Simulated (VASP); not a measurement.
# Zn (Fm-3m) in VASP: notebook

The runs below take Zn through single point, relaxation of cell and atoms, with PBEsol.

All numbers are computed with VASP 6.6.1; they aren't measurements. Logs are shortened: lines on timing, memory, paths and dates and some standing lists are left out, and cuts for length are marked.

## (1) The cell of the first run

The structure is cubic, space group Fm-3m (No. 225). Conventional cell: a = 3.426 Å, b = 3.426 Å, c = 3.426 Å, α = 90.00°, β = 90.00°, γ = 90.00°. Zn (site symmetry m-3m) has 12 Zn at 2.42 Å within 3.2 Å.

This isn't the form of Zn at room conditions, which is hcp.

## (2) Single point, PBEsol

INCAR

```
SYSTEM = Zn
  PREC = Accurate
  ENCUT = 520
  EDIFF = 1E-7
  ISMEAR = 0
  SIGMA = 0.1
  LREAL = .FALSE.
  LASPH = .TRUE.
  NELM = 80
  ALGO = Normal
  ISIF = 2
  LWAVE = .FALSE.
  LCHARG = .TRUE.
  GGA = PS
  LELF = .TRUE.
  LVHAR = .TRUE.
  NBANDS = 12
```

KPOINTS

```
regular mesh
0
G
  8 8 8
  0 0 0
```

POSCAR

```
Zn
1.0
    0.0000000000      1.7129555166      1.7129555166
    1.7129555166      0.0000000000      1.7129555166
    1.7129555166      1.7129555166      0.0000000000
Zn
1
Direct
    0.0000000000      0.0000000000      0.0000000000
```

Potentials or basis: VASP PAW PBE potentials, release 64 (Zn).

The run is started by

```console
$ cat potpaw_PBE.64/Zn/POTCAR > POTCAR
$ mpirun -np 1 vasp_std > vasp.out
```

OUTCAR:

```text
SYSTEM = Zn
   PREC = Accurate
   ENCUT = 520
   EDIFF = 1E-7
   ISMEAR = 0
   LREAL = .FALSE.
   LASPH = .TRUE.
   NELM = 80
   ISIF = 2
   GGA = PS

 ion  position               nearest neighbor table
   1  0.000  0.000  0.000-

  LATTYP: Found a face centered cubic cell.
 ALAT       =     3.4259110332

  Lattice vectors:

 A1 = (   0.0000000000,   1.7129555166,   1.7129555166)
 A2 = (   1.7129555166,   0.0000000000,   1.7129555166)
 A3 = (   1.7129555166,   1.7129555166,   0.0000000000)

Analysis of symmetry for initial positions (statically):
=====================================================================
 Subroutine PRICEL returns:
 Original cell was already a primitive cell.

 Routine SETGRP: Setting up the symmetry group for a
 face centered cubic supercell.

 Subroutine GETGRP returns: Found 48 space group operations
 (whereof 48 operations were pure point group operations)
 out of a pool of 48 trial point group operations.

The static configuration has the point symmetry O_h .

Analysis of symmetry for dynamics (positions and initial velocities):
=====================================================================
 Subroutine PRICEL returns:
 Original cell was already a primitive cell.

 Routine SETGRP: Setting up the symmetry group for a
 face centered cubic supercell.

 Subroutine GETGRP returns: Found 48 space group operations
 (whereof 48 operations were pure point group operations)
 out of a pool of 48 trial point group operations.

The dynamic configuration has the point symmetry O_h .

 Subroutine INISYM returns: Found 48 space group operations
 (whereof 48 operations are pure point group operations),
 and found     1 'primitive' translations

----------------------------------------------------------------------------------------

                                     Primitive cell

  volume of cell :      10.0524

  direct lattice vectors                    reciprocal lattice vectors
     0.000000000  1.712955517  1.712955517    -0.291893161  0.291893161  0.291893161
     1.712955517  0.000000000  1.712955517     0.291893161 -0.291893161  0.291893161
     1.712955517  1.712955517  0.000000000     0.291893161  0.291893161 -0.291893161

  length of vectors
     2.422484923  2.422484923  2.422484923     0.505573785  0.505573785  0.505573785

  position of ions in fractional coordinates (direct lattice)
     0.000000000  0.000000000  0.000000000

  ion indices of the primitive-cell ions
   primitive index   ion index
                 1           1

----------------------------------------------------------------------------------------

 KPOINTS: regular mesh

Automatic generation of k-mesh.
 Grid dimensions read from file:
 generate k-points for:    8    8    8

 Generating k-lattice:

  Cartesian coordinates                     Fractional coordinates (reciprocal lattice)
    -0.036486645  0.036486645  0.036486645     0.125000000  0.000000000  0.000000000
     0.036486645 -0.036486645  0.036486645     0.000000000  0.125000000  0.000000000
     0.036486645  0.036486645 -0.036486645     0.000000000  0.000000000  0.125000000

  Length of vectors
     0.063196723  0.063196723  0.063196723

  Shift w.r.t. Gamma in fractional coordinates (k-lattice)
     0.000000000  0.000000000  0.000000000

 Subroutine IBZKPT returns following result:
 ===========================================

 Found     29 irreducible k-points:

 Following reciprocal coordinates:
            Coordinates               Weight
  0.000000  0.000000  0.000000      1.000000
  0.125000  0.000000  0.000000      8.000000
  0.250000  0.000000  0.000000      8.000000
  0.375000  0.000000  0.000000      8.000000
  0.500000  0.000000  0.000000      4.000000
  0.125000  0.125000  0.000000      6.000000
[... 16 lines left out ...]
  0.500000  0.250000  0.125000     48.000000
 -0.375000  0.250000  0.125000     24.000000
 [... further k-points ...]
   k-points           NKPTS =     29   k-points in BZ     NKDIM =     29   number of bands    NBANDS=     12
   number of dos      NEDOS =    301   number of ions     NIONS =      1
   total plane-waves  NPLWV =   5832
   dimension x,y,z NGX =    18 NGY =   18 NGZ =   18
   dimension x,y,z NGXF=    36 NGYF=   36 NGZF=   36
   ions per type =               1
   NGX,Y,Z   is equivalent  to a cutoff of  12.35, 12.35, 12.35 a.u.
   NGXF,Y,Z  is equivalent  to a cutoff of  24.71, 24.71, 24.71 a.u.
 SYSTEM =  Zn
   PREC   = accura    normal or accurate (medium, high low for compatibility)
   ISTART =      0    job   : 0-new  1-cont  2-samecut
   ICHARG =      2    charge: 1-file 2-atom 10-const
   ISPIN  =      1    spin polarized calculation?
   LNONCOLLINEAR =      F non collinear calculations
   LSORBIT =      F    spin-orbit coupling
   LASPH  =      T    aspherical Exc in radial PAW
   ENCUT  =  520.0 eV  38.22 Ry    6.18 a.u.   4.50  4.50  4.50*2*pi/ulx,y,z
   NELM   =     80;   NELMIN=  2; NELMDL= -5     # of ELM steps
   EDIFF  = 0.1E-06   stopping-criterion for ELM
   LREAL  =      F    real-space projection
   EDIFFG = 0.1E-05   stopping-criterion for IOM
   NSW    =      0    number of steps for IOM
   IBRION =     -1    ionic relax: 0-MD 1-quasi-New 2-CG
   NFREE  =      0    steps in history (QN), initial steepest desc. (CG)
   ISIF   =      2    stress and relaxation
   ISYM   =      2    0-nonsym 1-usesym 2-fastsym
   POTIM  = 0.5000    time-step for ionic-motion
   TEBEG  =    0.0;   TEEND  =   0.0 temperature during run
   PSTRESS=    0.0 pullay stress
   NELECT =      12.0000    total number of electrons
   NUPDOWN=      -1.0000    fix difference up-down
   EMIN   =  10.00;   EMAX   =-10.00  energy-range for DOS
   EFERMI =   0.00;   METHOD = LEGACY
   ISMEAR =     0;   SIGMA  =   0.10  broadening in eV -4-tet -1-fermi 0-gaus
   EFERMI_NEDOS =   21; number of points for ismear=-14 and -15
   IALGO  =     38    algorithm
   IMIX   =      4    mixing-type and parameters
     AMIX     =   0.40;   BMIX     =  1.00
     AMIX_MAG =   1.60;   BMIX_MAG =  1.00
  volume/ion in A,a.u.               =      10.05        67.84
  Fermi-wavevector in a.u.,A,eV,Ry     =   1.736651  3.281794 41.034572  3.015956
  Thomas-Fermi vector in A             =   2.810025
   LORBIT       =      0    0 simple, 1 ext, 2 COOP (PROOUT), +10 PAW based schemes
   GGA     = PS    functional components
   LHFCALC =     F    Hartree Fock is set to
   AEXX    =    0.0000 exact exchange contribution
   IVDW    =     0    specifies the selected vdW correction
   LEPSILON=     F    determine dielectric tensor
   LRPA    =     F    only Hartree local field effects (RPA)
 non-spin polarized calculation
 Gauss-broadening in eV      SIGMA  =   0.10
  energy-cutoff  :      520.00
  volume of cell :       10.05
 maximum number of plane-waves:       290
 NGX is ok and might be reduce to    18
   NGX =  9   NGY =  9   NGZ =  9

 number of electron      12.0000018 magnetization

 Free energy of the ion-electron system (eV)
  ---------------------------------------------------
  ext. energy  EPLUGINS =         0.00000000
  ---------------------------------------------------
  free energy    TOTEN  =        -0.90342907 eV

  energy without entropy =       -0.90065943  energy(sigma->0) =       -0.90204425

 E-fermi :   6.8439     XC(G=0): -14.0856

 val. band max:        6.8307350292   @ k =  -0.3750   0.2500   0.1250
 cond. band min:       7.0102539399   @ k =   0.5000   0.1250   0.0000
 fundamental gap:      0.1795189107
 Fermi energy:         6.8438977044

 k-point     1 :       0.0000    0.0000    0.0000
  band No.  band energies     occupation
      1      -7.7349      2.00000
      2      -2.6134      2.00000
      3      -2.6134      2.00000
      4      -2.6134      2.00000
      5      -1.8018      2.00000
      6      -1.8018      2.00000
      7      28.6732      0.00000
      8      31.0753      0.00000
      9      31.0753      0.00000
     10      31.0753      0.00000
     11      33.6030      0.00000
     12      33.6030      0.00000

 k-point     2 :       0.1250    0.0000    0.0000
  band No.  band energies     occupation
      1      -7.1129      2.00000
      2      -2.7016      2.00000
      3      -2.5181      2.00000
      4      -2.5181      2.00000
      5      -1.8269      2.00000
      6      -1.8269      2.00000
      7      23.6170      0.00000
      8      29.1836      0.00000
      9      29.4979      0.00000
     10      29.4979      0.00000
     11      36.1222      0.00000
     12      36.1263      0.00000

 k-point     3 :       0.2500    0.0000    0.0000
  band No.  band energies     occupation
      1      -5.4890      2.00000
      2      -2.6697      2.00000
      3      -2.4525      2.00000
      4      -2.4525      2.00000
      5      -1.7082      2.00000
      6      -1.7082      2.00000
      7      16.2762      0.00000
      8      28.0405      0.00000
      9      28.0405      0.00000
     10      28.3425      0.00000
     11      34.7263      0.00000
     12      34.7263      0.00000
[... 286 lines left out ...]
 k-point    23 :       0.5000    0.2500    0.1250
  band No.  band energies     occupation
      1      -3.6295      2.00000
      2      -2.9682      2.00000
      3      -2.7537      2.00000
      4      -2.0239      2.00000
      5      -1.4365      2.00000
      6       1.4059      2.00000
      7      11.2082      0.00000
      8      17.5037      0.00000
      9      20.8152      0.00000
     10      29.5179      0.00000
     11      33.5140      0.00000
     12      37.7179      0.00000

 k-point    24 :      -0.3750    0.2500    0.1250
  band No.  band energies     occupation
      1      -3.6142      2.00000
      2      -3.0553      2.00000
      3      -2.4324      2.00000
      4      -2.1447      2.00000
      5      -1.2773      2.00000
      6       4.4673      2.00000
      7       6.8307      1.14767
      8      18.2571      0.00000
      9      18.8323      0.00000
     10      29.2497      0.00000
     11      33.3059      0.00000
     12      42.2065      0.00000

 [... further k-points ...]

------------------------ aborting loop because EDIFF is reached ----------------------------------------

  FORCE on cell =-STRESS in cart. coord.  units (eV):
  Direction    XX          YY          ZZ          XY          YZ          ZX
  --------------------------------------------------------------------------------------
  -------------------------------------------------------------------------------------
  Total        4.5341598      4.5341598      4.5341598      0.0000000     -0.0000000     -0.0000000
  in kB      722.6685539    722.6685539    722.6685539      0.0000000     -0.0000000     -0.0000000
  external PRESSURE =     722.6685539 kB  Pullay stress =       0.0000000 kB

 VOLUME and BASIS-vectors are now :
 -----------------------------------------------------------------------------
  energy-cutoff  :      520.00
  volume of cell :       10.05
      direct lattice vectors                 reciprocal lattice vectors
     0.000000000  1.712955517  1.712955517    -0.291893161  0.291893161  0.291893161
     1.712955517  0.000000000  1.712955517     0.291893161 -0.291893161  0.291893161
     1.712955517  1.712955517  0.000000000     0.291893161  0.291893161 -0.291893161

 POSITION                                       TOTAL-FORCE (eV/Angst)
 -----------------------------------------------------------------------------------
      0.00000      0.00000      0.00000        -0.000000      0.000000     -0.000000
 -----------------------------------------------------------------------------------
    total drift:                                0.000000      0.000000      0.000000

  FREE ENERGIE OF THE ION-ELECTRON SYSTEM (eV)
  ---------------------------------------------------
  free  energy   TOTEN  =        -0.9034290658 eV

  energy  without entropy=       -0.9006594324  energy(sigma->0) =       -0.90204425
```

Run time: 7.7 s. Hardware: 1 thread of Intel Xeon 8259CL, shared host; peak memory 0.12 GiB.

Results:

| Quantity | Value |
| --- | --- |
| Free energy | -0.9034 eV |
| Pressure | 72.3 GPa |
| Band gap on the k mesh | zero (bands 6 and 7 overlap by 3.08 eV) |

Caveat: the k points lie up to 0.40 Å⁻¹ apart, too coarse for converged energies and pressures of a metal; the PAW data sets were made with another functional, which shifts forces and pressure a little.

## (3) Single point, PBEsol

This run uses another cell than the first one, of 14.02 Å³/atom.

INCAR

```
ALGO = Normal
EDIFF = 1E-6
ENCUT = 520
GGA = PS
ISIF = 2
ISMEAR = 0
LASPH = T
LCHARG = F
LREAL = F
LWAVE = F
NBANDS = 12
NELM = 80
PREC = Accurate
SIGMA = 0.1
```

KPOINTS

```
k-points
0
Gamma
  10 10 10
```

POSCAR

```
Zn
1.0
    0.0000000000      1.9138181646      1.9138181646
    1.9138181646      0.0000000000      1.9138181646
    1.9138181646      1.9138181646      0.0000000000
Zn
1
Direct
    0.0000000000      0.0000000000      0.0000000000
```

Potentials or basis: VASP PAW PBE potentials, release 64 (Zn).

The run is started by

```console
$ cat potpaw_PBE.64/Zn/POTCAR > POTCAR
$ mpirun -np 1 vasp_std > vasp.out
```

Run time: 10 s. Hardware: 1 thread of Intel Xeon 8259CL, shared host; peak memory 0.13 GiB.

It converged, with:

```
Free energy            : -1.5622 eV
Pressure               : 0.8 GPa
Band gap on the k mesh : zero (bands 6 and 7 overlap by 2.40 eV)
```

Levels at points of the mesh, in eV from the Fermi level:
```
           k point  band 3  band 4  band 5  band 6  band 7  band 8  band 9  band 10
(0.00, 0.00, 0.00)   -7.95   -7.95   -7.51   -7.51   19.22   19.22   19.22    19.38
(0.50, 0.00, 0.00)   -7.96   -7.18   -7.18   -3.40   -1.39   16.03   16.03    17.85
(0.50, 0.50, 0.00)   -7.20   -7.10   -7.10   -1.36    1.88    8.67    8.67    12.47
```

Caveat: the PAW data sets were made with another functional, which shifts forces and pressure a little.

## (4) Relaxation of cell and atoms, PBEsol

INCAR

```
SYSTEM = Zn
ALGO = Normal
EDIFF = 1E-6
EDIFFG = -0.05
ENCUT = 600
GGA = PS
IBRION = 2
ISIF = 3
ISMEAR = 0
LASPH = .TRUE.
LCHARG = .FALSE.
LREAL = .FALSE.
LWAVE = .FALSE.
NELM = 60
NSW = 80
PREC = Accurate
SIGMA = 0.1
```

KPOINTS

```
k-points
0
G
  10 10 10
  0 0 0
```

POSCAR

```
Zn
1.0
    0.0000000000      1.7129555166      1.7129555166
    1.7129555166      0.0000000000      1.7129555166
    1.7129555166      1.7129555166      0.0000000000
Zn
1
Direct
    0.0000000000      0.0000000000      0.0000000000
```

The run is started by

```console
$ cat potpaw_PBE.64/Zn/POTCAR > POTCAR
$ mpirun -np 1 vasp_std > vasp.out
```

Run time: 23 s. Hardware: 1 thread of Intel Xeon 8259CL, shared host; peak memory 0.13 GiB.

Results (log left out):

| Property | Result |
| --- | --- |
| Free energy | -1.5612 eV |
| Relaxed volume | 14.12 Å³/atom |
| Relaxed cell | a = 2.713 Å, b = 2.713 Å, c = 2.713 Å, α = 60.00°, β = 60.00°, γ = 60.00° |
| Space group after relaxing (to 0.1 Å) | Fm-3m (No. 225) |
| Energy gained by relaxing | 665.4 meV/atom |
| Ionic steps | 3 |
| Pressure after relaxing | -0.2 GPa |
| Band gap on the k mesh | zero (bands 6 and 7 overlap by 2.41 eV) |

The path:
```csv
step,energy change (eV),largest force (eV/Å),pressure (GPa),volume (Å³)
1,0.0000,0.0000,73.55,10.05
2,-0.4625,0.0000,-11.82,18.37
3,-0.6654,0.0000,-0.17,14.12
```

Final structure:
```
Zn
1.0
     0.00000    1.91848    1.91848
     1.91848    0.00000    1.91848
     1.91848    1.91848    0.00000
Zn
1
Direct
  0.00000 0.00000 0.00000
```

Levels at points of the mesh, in eV from the Fermi level:
```csv
k point,band 4,band 5,band 6,band 7,band 8,band 9
"(0.00, 0.00, 0.00)",-7.93,-7.49,-7.49,19.12,19.12,19.12
"(0.50, 0.00, 0.00)",-7.17,-7.17,-3.37,-1.40,15.94,15.94
"(0.50, 0.50, 0.00)",-7.09,-7.09,-1.34,1.85,8.63,8.63
```

Caveat: the volume moved by over 15 % at a fixed basis, so the end points are rough; the PAW data sets were made with another functional, which shifts forces and pressure a little.

[end of part 1 of 2]
